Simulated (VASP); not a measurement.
## SnO: single point with PBE

Crystal: SnO.

```
Sn O
1.0
     3.87526    0.00000    0.00000
     0.00000    3.87526    0.00000
     0.00000    0.00000    5.15031
Sn O
2 2
Direct
  0.00000 0.50000 0.22506
  0.50000 0.00000 0.77494
  0.00000 0.00000 0.00000
  0.50000 0.50000 0.00000
```

* Program: VASP 6.6.1
* Task: single point
* Functional: PBE
* Potentials or basis: VASP PAW PBE potentials, release 64 (Sn_d, O)
* Cutoff: 520 eV
* k mesh: 10 × 10 × 8
* Occupations: gaussian, width 0.05 eV
* Spin: no spin polarisation

The pressure is -0.2 GPa. The largest force is 0.073 eV/Å and the band gap on the k mesh is 0.64 eV (least direct gap 1.86 eV).

Forces in eV/Å, atoms in the order of the input:
```
Sn   0.000  0.000  0.073
Sn   0.000  0.000 -0.073
O    0.000  0.000  0.000
O    0.000  0.000  0.000
```

Stress tensor (GPa, compression positive):
```
-0.23  0.00  0.00
 0.00 -0.23  0.00
 0.00  0.00 -0.12
```

Levels at points of the mesh, in eV from the valence-band top:
| k point | band 17 | band 18 | band 19 | band 20 | band 21 | band 22 | band 23 | band 24 |
| --- | --- | --- | --- | --- | --- | --- | --- | --- |
| (0.00, 0.00, 0.00) | -3.10 | -2.84 | -2.84 | 0.00 | 1.86 | 3.94 | 5.03 | 5.03 |
| (0.50, 0.00, 0.00) | -4.41 | -4.41 | -2.24 | -2.24 | 2.99 | 2.99 | 5.59 | 5.59 |
| (0.50, 0.50, 0.00) | -2.20 | -2.20 | -1.70 | -1.70 | 0.64 | 0.64 | 4.59 | 4.59 |
| (0.00, 0.00, 0.50) | -3.14 | -2.85 | -2.85 | -1.88 | 1.73 | 3.43 | 3.43 | 3.78 |
| (0.50, 0.00, 0.50) | -4.39 | -4.39 | -1.49 | -1.49 | 2.44 | 2.44 | 5.63 | 5.63 |
| (0.50, 0.50, 0.50) | -2.25 | -2.25 | -2.20 | -2.20 | 2.70 | 2.70 | 3.65 | 3.65 |

It took 84 s on 1 thread of Intel(R) Xeon(R) 6975P-C (Granite Rapids), with other jobs on the host, peak memory 0.3 GiB.

Caveat: semilocal functionals underestimate gaps, and a narrow one can read as zero; spin-orbit coupling is left out, which moves the levels of the heavy elements. PBE gaps usually lie below the measured ones, often by a third to a half.
